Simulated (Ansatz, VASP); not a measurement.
**Ge: VASP beside Ansatz**

File INCAR:

```
PREC     = Accurate       # precision mode
ENCUT    = 520            # plane-wave cutoff, eV
EDIFF    = 1E-6           # SCF threshold, eV
ISMEAR   = -1             # smearing method
SIGMA    = 0.05           # smearing width, eV
LREAL    = False          # projectors in reciprocal space
LASPH    = True           # aspherical terms in the spheres
NELM     = 80             # most SCF steps
ALGO     = Normal         # electronic algorithm
ISIF     = 2              # what is computed and relaxed
LWAVE    = False          # write WAVECAR
LCHARG   = False          # write CHGCAR
NBANDS   = 21             # bands
```

The input KPOINTS:

```
regular mesh
0
Gamma
  10 10 6
```

POSCAR

```
Ge
1.0
    1.4880529250     -2.5946896100      0.0000000000
    1.4880529250      2.5946896100      0.0000000000
    0.0000000000      0.0000000000      4.7275957900
Ge
2
Direct
    0.3334466300      0.6665533700      0.2500000000
    0.6665533700      0.3334466300      0.7500000000
```

Contents of input.yaml:

```yaml
crystal:
  lattice:
    - [1.488052925, -2.59468961, 0.0]
    - [1.488052925, 2.59468961, 0.0]
    - [0.0, 0.0, 4.72759579]
  atoms:
    - { symbol: Ge, position: [0.33344663, 0.66655337, 0.25] }
    - { symbol: Ge, position: [0.66655337, 0.33344663, 0.75] }
hamiltonian:
  xc: lda
  pseudopotentials: { kind: paw }
kpoints:
  mp_grid: { grid: [10, 10, 6] }
scf:
  occupations: { method: fermi_dirac, width: 0.05 }
output:
  forces: true
  stress: true
  eigenvalues: true
```

Alike in both runs: task single point; functional LDA; k mesh 10 × 10 × 6; occupations fermi-dirac, width 0.05 eV; no spin polarisation.

|  | VASP | Ansatz |
| --- | --- | --- |
| version | VASP 6.6.1 | Ansatz 0.2.0 |
| potentials or method | VASP PAW LDA potentials, release 64 (Ge_d) | Ansatz PAW |
| plane-wave cutoff (eV) | 520 | 420 |
| valence electrons in the cell | 28 | 28 |

|  | VASP | Ansatz | Ansatz less VASP |
| --- | --- | --- | --- |
| gap on the k mesh at the Fermi level (eV) | none | none | - |
| pressure (GPa) | -1.2 | -1.2 | +0.03 |
| traceless stress, the component that is largest in VASP (GPa) | 1.54 | 1.53 | -0.004 |

LDA's correlation is that of Perdew and Zunger in VASP and of Perdew and Wang (1992) in Ansatz. A gap of «none» marks a metal or a gap that the smearing closes.
